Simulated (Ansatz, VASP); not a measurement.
One calculation of CaF2, two programs

```
CELL_PARAMETERS angstrom
0.00000 2.69240 2.69240
2.69240 0.00000 2.69240
2.69240 2.69240 0.00000
ATOMIC_POSITIONS crystal
Ca 0.00000 0.00000 0.00000
F 0.25000 0.25000 0.25000
F 0.75000 0.75000 0.75000
```

Change from the starting cell: hydrostatic strain -1.0%.

Alike in both runs: task single point; functional PBE; k mesh 8 × 8 × 8; occupations fermi-dirac, width 0.02 eV; no spin polarisation.

|  | VASP | Ansatz |
| --- | --- | --- |
| version | VASP 6.6.1 | Ansatz 0.2.0 |
| potentials or method | VASP PAW PBE potentials, release 64 (Ca_sv, F) | plane waves, PAW |
| plane-wave cutoff (eV) | 600 | 420 |
| valence electrons in the cell | 24 | 24 |

Ansatz gave:

| Quantity | Value |
| --- | --- |
| gap on the k mesh at the Fermi level (eV) | 7.56 |
| pressure (GPa) | 6.3 |

Question: Estimate VASP's values.

Answer: gap on the k mesh at the Fermi level (eV): 7.54; pressure (GPa): 6.6.

The functional is the same, so the differences come from potentials, cutoffs and numerics.
